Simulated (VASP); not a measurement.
# PbS in VASP: a series of runs

Aim: see how the results for PbS move with the level of theory and the settings. Levels: PBE, PBEsol, PBE+D4, PBE+D3(BJ). Tasks: single point.

Everything below comes from runs of VASP 6.6.1. Logs are shortened: lines on timing, memory, paths and dates and some standing lists are left out, and cuts for length are marked.

### 1 The cell of the first run

The cell holds a slab with vacuum, 4 atoms: a = 4.219 Å, b = 4.219 Å, c = 11.222 Å, α = 93.97°, β = 93.97°, γ = 89.98°.

### 2 Single point, PBE

Contents of INCAR:

```
PREC = Accurate
ENCUT = 520
EDIFF = 1E-6
ISMEAR = 0
SIGMA = 0.01
LREAL = F
LASPH = T
NELM = 60
ALGO = Normal
ISIF = 2
LWAVE = F
LCHARG = T
GGA = PE
LELF = T
LVHAR = T
NBANDS = 28
```

Contents of KPOINTS:

```
regular mesh
0
Gamma
  4 4 2
```

Contents of POSCAR:

```
PbS
1.0
    2.9838607981     -2.9828938700      0.0000000000
    2.9838607981      2.9828938700      0.0000000000
   -1.0986781904      0.0000000000     11.1678408944
Pb S
2 2
Direct
    0.2263653800      0.2263653800      0.3722110100
    0.7736346200      0.7736346200      0.6277889900
    0.7295120500      0.7295120500      0.3897323800
    0.2704879500      0.2704879500      0.6102676200
```

Potentials or basis: VASP PAW PBE potentials, release 64 (Pb_d, S).

Started as:

```bash
> cat potpaw_PBE.64/Pb_d/POTCAR potpaw_PBE.64/S/POTCAR > POTCAR
> mpirun -np 1 vasp_std > vasp.out
```

OUTCAR:

```text
PREC = Accurate
   ENCUT = 520
   EDIFF = 1E-6
   ISMEAR = 0
   LREAL = F
   LASPH = T
   NELM = 60
   ISIF = 2
   GGA = PE

 ion  position               nearest neighbor table
   1  0.226  0.226  0.372-   4 2.66   3 2.99   3 2.99   3 2.99   3 2.99   2 4.13   2 4.13   2 4.13
                             2 4.13
   2  0.774  0.774  0.628-   3 2.66   4 2.99   4 2.99   4 2.99   4 2.99   1 4.13   1 4.13   1 4.13
                             1 4.13
   3  0.730  0.730  0.390-   2 2.66   1 2.99   1 2.99   1 2.99   1 2.99
   4  0.270  0.270  0.610-   1 2.66   2 2.99   2 2.99   2 2.99   2 2.99

  LATTYP: Found a base centered monoclinic cell.
 ALAT       =     5.9677215962
 B/A-ratio  =     0.9996759473
 C/A-ratio  =     1.8804084392
 COS(beta)  =    -0.0979061014

  Lattice vectors:

 A1 = (   2.9838607981,  -2.9828938700,   0.0000000000)
 A2 = (   2.9838607981,   2.9828938700,   0.0000000000)
 A3 = (  -1.0986781904,   0.0000000000,  11.1678408944)

Analysis of symmetry for initial positions (statically):
=====================================================================
 Subroutine PRICEL returns:
 Original cell was already a primitive cell.

 Routine SETGRP: Setting up the symmetry group for a
 base centered monoclinic supercell.

 Subroutine GETGRP returns: Found  4 space group operations
 (whereof  4 operations were pure point group operations)
 out of a pool of  4 trial point group operations.

The static configuration has the point symmetry C_2h.

Analysis of symmetry for dynamics (positions and initial velocities):
=====================================================================
 Subroutine PRICEL returns:
 Original cell was already a primitive cell.

 Routine SETGRP: Setting up the symmetry group for a
 base centered monoclinic supercell.

 Subroutine GETGRP returns: Found  4 space group operations
 (whereof  4 operations were pure point group operations)
 out of a pool of  4 trial point group operations.

The dynamic configuration has the point symmetry C_2h.

 Subroutine INISYM returns: Found  4 space group operations
 (whereof  4 operations are pure point group operations),
 and found     1 'primitive' translations

----------------------------------------------------------------------------------------

[... 81 lines left out ...]
   LSORBIT =      F    spin-orbit coupling
   LASPH  =      T    aspherical Exc in radial PAW
   ENCUT  =  520.0 eV  38.22 Ry    6.18 a.u.   7.84  7.84 20.87*2*pi/ulx,y,z
   NELM   =     60;   NELMIN=  2; NELMDL= -5     # of ELM steps
   EDIFF  = 0.1E-05   stopping-criterion for ELM
   LREAL  =      F    real-space projection
   EDIFFG = 0.1E-04   stopping-criterion for IOM
   NSW    =      0    number of steps for IOM
   IBRION =     -1    ionic relax: 0-MD 1-quasi-New 2-CG
   NFREE  =      0    steps in history (QN), initial steepest desc. (CG)
   ISIF   =      2    stress and relaxation
   ISYM   =      2    0-nonsym 1-usesym 2-fastsym
   POTIM  = 0.5000    time-step for ionic-motion
   TEBEG  =    0.0;   TEEND  =   0.0 temperature during run
   PSTRESS=    0.0 pullay stress
   NELECT =      40.0000    total number of electrons
   NUPDOWN=      -1.0000    fix difference up-down
   EMIN   =  10.00;   EMAX   =-10.00  energy-range for DOS
   EFERMI =   0.00;   METHOD = LEGACY
   ISMEAR =     0;   SIGMA  =   0.01  broadening in eV -4-tet -1-fermi 0-gaus
   EFERMI_NEDOS =   21; number of points for ismear=-14 and -15
   IALGO  =     38    algorithm
   IMIX   =      4    mixing-type and parameters
     AMIX     =   0.40;   BMIX     =  1.00
     AMIX_MAG =   1.60;   BMIX_MAG =  1.00
  volume/ion in A,a.u.               =      49.70       335.39
  Fermi-wavevector in a.u.,A,eV,Ry     =   0.959304  1.812822 12.520957  0.920264
  Thomas-Fermi vector in A             =   2.088488
   LORBIT       =      0    0 simple, 1 ext, 2 COOP (PROOUT), +10 PAW based schemes
   GGA     = PE    functional components
   LHFCALC =     F    Hartree Fock is set to
   AEXX    =    0.0000 exact exchange contribution
   IVDW    =     0    specifies the selected vdW correction
   LEPSILON=     F    determine dielectric tensor
   LRPA    =     F    only Hartree local field effects (RPA)
 non-spin polarized calculation
 Gauss-broadening in eV      SIGMA  =   0.01
  energy-cutoff  :      520.00
  volume of cell :      198.80
 maximum number of plane-waves:      5368
   NGX = 15   NGY = 15   NGZ = 41

 number of electron      39.9999993 magnetization

 Free energy of the ion-electron system (eV)
  ---------------------------------------------------
  ext. energy  EPLUGINS =         0.00000000
  ---------------------------------------------------
  free energy    TOTEN  =       -17.30671294 eV

  energy without entropy =      -17.30671294  energy(sigma->0) =      -17.30671294

 E-fermi :   0.3579     XC(G=0):  -5.9591

 val. band max:        0.3008161954   @ k =  -0.2500   0.2500   0.0000
 cond. band min:       2.3544340406   @ k =   0.0000   0.0000   0.5000
 fundamental gap:      2.0536178452
 Fermi energy:         0.3578670041

 k-point     1 :       0.0000    0.0000    0.0000
  band No.  band energies     occupation
      1     -15.7569      2.00000
      2     -15.6559      2.00000
      3     -15.6392      2.00000
      4     -15.6312      2.00000
      5     -15.6150      2.00000
      6     -15.6065      2.00000
[... 423 lines left out ...]
     27       7.1018      0.00000
     28       7.1053      0.00000

------------------------ aborting loop because EDIFF is reached ----------------------------------------

  FORCE on cell =-STRESS in cart. coord.  units (eV):
  Direction    XX          YY          ZZ          XY          YZ          ZX
  --------------------------------------------------------------------------------------
  -------------------------------------------------------------------------------------
  Total        0.4821158      0.5076333      0.5890678      0.0000000      0.0000000     -0.0063204
  in kB        3.8854950      4.0911475      4.7474489      0.0000000      0.0000000     -0.0509373
  external PRESSURE =       4.2413638 kB  Pullay stress =       0.0000000 kB

 VOLUME and BASIS-vectors are now :
 -----------------------------------------------------------------------------
  energy-cutoff  :      520.00
  volume of cell :      198.80
      direct lattice vectors                 reciprocal lattice vectors
     2.983860798 -2.982893870  0.000000000     0.167568139 -0.167622457  0.016485143
     2.983860798  2.982893870  0.000000000     0.167568139  0.167622457  0.016485143
    -1.098678190  0.000000000 11.167840894     0.000000000  0.000000000  0.089542823

 POSITION                                       TOTAL-FORCE (eV/Angst)
 -----------------------------------------------------------------------------------
      0.94195      0.00000      4.15679         0.000161      0.000000     -0.109165
      3.92710      0.00000      7.01105        -0.000161      0.000000      0.109165
      3.92533      0.00000      4.35247         0.002889      0.000000     -0.133204
      0.94371      0.00000      6.81537        -0.002889      0.000000      0.133204
 -----------------------------------------------------------------------------------
    total drift:                                0.000000      0.000000      0.000000

  FREE ENERGIE OF THE ION-ELECTRON SYSTEM (eV)
  ---------------------------------------------------
  free  energy   TOTEN  =       -17.3067129372 eV

  energy  without entropy=      -17.3067129372  energy(sigma->0) =      -17.30671294
```

stdout:

```text
POSCAR found type information on POSCAR PbS
 POSCAR found :  2 types and       4 ions
 scaLAPACK will be used
 LDA part: xc-table for (Slater+PW92), standard interpolation
 POSCAR, INCAR and KPOINTS ok, starting setup
 FFT: planning ... GRIDC
 FFT: planning ... GRID_SOFT
 FFT: planning ... GRID
 WAVECAR not read
 entering main loop
```

Run time: 86 s. Hardware: 1 thread of Intel Xeon 8259CL, shared host; peak memory 0.3 GiB.

Results:

```
Free energy            : -17.3067 eV
Largest force          : 0.133 eV/Å
Band gap on the k mesh : 2.05 eV (least direct gap 2.06 eV)
```

Forces in eV/Å, atoms in the order of the input:
```
Pb   0.000  0.000 -0.109
Pb   0.000  0.000  0.109
S    0.003  0.000 -0.133
S   -0.003  0.000  0.133
```

Caveat: there is no dipole correction, which matters where the two faces differ; spin-orbit coupling is left out, which moves the levels of the heavy elements.

### 3 Single point, PBEsol

Contents of INCAR:

```
PREC     = Accurate       # precision mode
ENCUT    = 520            # plane-wave cutoff, eV
EDIFF    = 1E-6           # SCF threshold, eV
ISMEAR   = 0              # smearing method
SIGMA    = 0.013          # smearing width, eV
LREAL    = F              # projectors in reciprocal space
LASPH    = T              # aspherical terms in the spheres
NELM     = 100            # most SCF steps
ALGO     = Normal         # electronic algorithm
ISIF     = 2              # what is computed and relaxed
LWAVE    = F              # write WAVECAR
LCHARG   = F              # write CHGCAR
GGA      = PS             # functional
NBANDS   = 28             # bands
```

Contents of KPOINTS:

```
Automatic mesh
0
Gamma
  4 4 2
```

POSCAR is that of step 2.

Potentials or basis: VASP PAW PBE potentials, release 64 (Pb_d, S).

Started as:

```bash
> cat potpaw_PBE.64/Pb_d/POTCAR potpaw_PBE.64/S/POTCAR > POTCAR
> mpirun -np 1 vasp_std > vasp.out
```

It took 2.2 min on 1 thread of Intel Xeon 8259CL, shared host; peak memory 0.3 GiB.

It converged, with:

| Property | Result |
| --- | --- |
| Free energy | -18.5305 eV |
| Largest force | 0.158 eV/Å |
| Band gap on the k mesh | 2.09 eV |

Forces on the atoms (eV/Å):
```
Pb   0.000  0.000  0.158
Pb   0.000  0.000 -0.158
S    0.003  0.000  0.035
S   -0.003  0.000 -0.035
```

Levels at points of the mesh, in eV from the valence-band top:
```csv
k point,band 17,band 18,band 19,band 20,band 21,band 22,band 23,band 24
"(0.00, 0.00, 0.00)",-2.35,-1.19,-1.19,0.00,2.27,3.94,4.97,5.41
"(0.50, 0.00, 0.00)",-0.87,-0.87,-0.03,-0.03,2.13,2.13,3.17,3.17
"(0.50, 0.50, 0.00)",-2.57,-2.57,-1.25,-1.24,4.38,4.39,5.23,5.24
"(0.00, 0.00, 0.50)",-2.35,-1.19,-1.19,0.00,2.09,4.87,4.98,5.30
"(0.50, 0.00, 0.50)",-0.87,-0.87,-0.03,-0.03,2.13,2.13,3.17,3.17
"(0.50, 0.50, 0.50)",-2.57,-2.57,-1.24,-1.24,4.36,4.37,5.21,5.21
```

Caveat: there is no dipole correction, which matters where the two faces differ; the PAW data sets were made with another functional, which shifts forces and pressure a little; spin-orbit coupling is left out, which moves the levels of the heavy elements.

### 4 Single point, PBE+D4

Contents of INCAR:

```
SYSTEM = PbS
PREC = Accurate
ENCUT = 520
EDIFF = 1E-7
ISMEAR = 0
SIGMA = 0.1
LREAL = .False.
LASPH = .True.
NELM = 100
ALGO = Normal
ISIF = 2
LWAVE = .False.
LCHARG = .True.
GGA = PE
IVDW = 13
LELF = .True.
LVHAR = .True.
NBANDS = 28
```

Contents of KPOINTS:

```
regular mesh
0
Gamma
  4 4 2
  0 0 0
```

POSCAR is that of step 3.

Started as:

```bash
> cat potpaw_PBE.64/Pb_d/POTCAR potpaw_PBE.64/S/POTCAR > POTCAR
> mpirun -np 1 vasp_std > vasp.out
```

Wall time 1.9 min (1 thread of Intel Xeon 8259CL, shared host); peak memory 0.3 GiB.

The run converged. Its results:

```yaml
Free_energy: -18.3889 eV
Largest_force: 0.152 eV/Å
Band_gap_on_the_k_mesh: 2.05 eV (least direct gap 2.06 eV)
Dispersion_energy_per_atom: -0.271 eV
```

Forces in eV/Å, atoms in the order of the input:
```
Pb   0.000  0.000 -0.152
Pb   0.000  0.000  0.152
S    0.003  0.000 -0.056
S   -0.003  0.000  0.056
```

Levels at points of the mesh, in eV from the valence-band top:
```tsv
k point	band 18	band 19	band 20	band 21	band 22	band 23
(0.00, 0.00, 0.00)	-1.18	-1.18	0.00	2.26	3.79	5.12
(0.50, 0.00, 0.00)	-0.87	-0.01	-0.01	2.21	2.21	3.24
(0.50, 0.50, 0.00)	-2.53	-1.24	-1.23	4.38	4.40	5.25
(0.00, 0.00, 0.50)	-1.18	-1.18	-0.01	2.05	4.79	5.12
(0.50, 0.00, 0.50)	-0.87	-0.01	-0.01	2.20	2.21	3.24
(0.50, 0.50, 0.50)	-2.53	-1.24	-1.23	4.36	4.38	5.23
```

Caveat: there is no dipole correction, which matters where the two faces differ; spin-orbit coupling is left out, which moves the levels of the heavy elements.

### 5 Single point, PBE+D3(BJ)

Contents of INCAR:

```
SYSTEM = PbS
  PREC = Accurate
  ENCUT = 520
  EDIFF = 1E-6
  ISMEAR = -1
  SIGMA = 0.025851999786435532
  LREAL = .False.
  LASPH = .True.
  NELM = 100
  ALGO = Normal
  ISIF = 2
  LWAVE = .False.
  LCHARG = .True.
  GGA = PE
  IVDW = 12
  LELF = .True.
  LVHAR = .True.
  NBANDS = 28
```

Contents of KPOINTS:

```
Automatic mesh
0
Gamma
  4 4 2
  0 0 0
```

POSCAR is that of step 4.

Started as:

```bash
> cat potpaw_PBE.64/Pb_d/POTCAR potpaw_PBE.64/S/POTCAR > POTCAR
> mpirun -np 1 vasp_std > vasp.out
```

Run time: 1.8 min. Hardware: 1 thread of Intel Xeon 8259CL, shared host; peak memory 0.3 GiB.

It converged, with:

- Free energy: -18.2383 eV
- Largest force: 0.068 eV/Å
- Band gap on the k mesh: 2.05 eV (least direct gap 2.06 eV)
- Dispersion energy per atom: -0.233 eV

Forces on the atoms (eV/Å):
```
Pb   0.000  0.000 -0.060
Pb   0.000  0.000  0.060
S    0.003  0.000 -0.068
S   -0.003  0.000  0.068
```

Levels at points of the mesh, in eV from the valence-band top:
```csv
k point,band 16,band 17,band 18,band 19,band 20,band 21,band 22,band 23,band 24,band 25
"(0.00, 0.00, 0.00)",-2.32,-2.32,-1.18,-1.18,0.00,2.26,3.79,5.12,5.47,5.48
"(0.50, 0.00, 0.00)",-1.62,-0.87,-0.87,-0.01,-0.01,2.21,2.21,3.24,3.24,3.75
"(0.50, 0.50, 0.00)",-3.97,-2.53,-2.53,-1.24,-1.23,4.38,4.40,5.25,5.27,5.63
"(0.00, 0.00, 0.50)",-2.32,-2.32,-1.18,-1.18,-0.01,2.05,4.79,5.12,5.19,5.47
"(0.50, 0.00, 0.50)",-1.62,-0.87,-0.87,-0.01,-0.01,2.20,2.21,3.24,3.24,3.69
"(0.50, 0.50, 0.50)",-3.97,-2.53,-2.53,-1.24,-1.23,4.36,4.38,5.23,5.23,5.69
```

Caveat: three body term missing; there is no dipole correction, which matters where the two faces differ; spin-orbit coupling is left out, which moves the levels of the heavy elements.

### 6 Summary

| level | smearing | gap on the mesh (eV) | largest force (eV/Å) |
| --- | --- | --- | --- |
| PBE | gaussian 0.01 eV | 2.05 | 0.13 |
| PBEsol | gaussian 0.013 eV | 2.09 | 0.16 |
| PBE+D4 | gaussian 0.1 eV | 2.05 | 0.15 |
| PBE+D3(BJ) | fermi-dirac 0.025852 eV | 2.05 | 0.07 |

Alike in all rows: task single point; potentials or basis VASP PAW PBE potentials, release 64 (Pb_d, S); no spin polarisation; cell as given; k mesh 4 × 4 × 2; cutoff (eV) 520.

On the cell as given the gap runs from 2.05 eV (PBE) to 2.09 eV (PBEsol).

Caveats: there is no dipole correction, which matters where the two faces differ; spin-orbit coupling is left out, which moves the levels of the heavy elements; the PAW data sets were made with another functional, which shifts forces and pressure a little (at least some runs); three body term missing (at least some runs).

Absolute energies hang on the potentials; compare differences alone.
